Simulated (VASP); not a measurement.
Set up this calculation in VASP 6.6.1, as the native input.

```
Task                   : single point
Functional             : PBE
Potentials or basis    : VASP PAW PBE potentials, release 64 (Co, Si)
Cutoff                 : 520 eV
k mesh                 : 14 × 14 × 14
Occupations            : gaussian, width 0.15 eV
Spin                   : collinear spin, ferromagnetic start
Starting moments       : [1.65, 0.0, 0.0] μB
Fixed moment           : 1.65 μB
Dipole correction      : no
Further INCAR settings : ALGO = Normal; EDIFF = 1e-06; NBANDS = 20
```

The structure of CoSi2 lies in POSCAR:

```
CoSi2
1.0
    0.0000000000      2.7154125383      2.7154125383
    2.7154125383      0.0000000000      2.7154125383
    2.7154125383      2.7154125383      0.0000000000
Co Si
1 2
Direct
    0.0000000000      0.0000000000      0.0000000000
    0.2500000000      0.2500000000      0.2500000000
    0.7500000000      0.7500000000      0.7500000000
```

These files were run (other wordings do the same):

INCAR

```
ALGO = Normal
EDIFF = 1E-6
ENCUT = 520
GGA = PE
ISIF = 2
ISMEAR = 0
ISPIN = 2
LASPH = T
LCHARG = T
LELF = T
LMAXMIX = 4
LORBIT = 11
LREAL = F
LVHAR = T
LWAVE = F
MAGMOM = 1.65 0 0
NBANDS = 20
NELM = 150
NUPDOWN = 1.65
PREC = Accurate
SIGMA = 0.15
```

KPOINTS

```
k-points
0
Gamma
  14 14 14
```

Potentials or basis: VASP PAW PBE potentials, release 64 (Co, Si).

Run with:

```bash
$ cat potpaw_PBE.64/Co/POTCAR potpaw_PBE.64/Si/POTCAR > POTCAR
$ mpirun -np 1 vasp_std > vasp.out
```

It gave:

The pressure is 3.6 GPa, the net moment is 1.65 μB per cell and the site moments are Co +1.07; Si +0.13 μB. The valence electrons inside the program's atomic spheres are Co 8.70; Si 1.59.

Caveat: the cell stands under pressure; the total moment is fixed, so each spin has its own Fermi level.

Wall time 4.8 min on 1 thread of Intel Xeon 8259CL (shared host), peak memory 0.27 GiB.
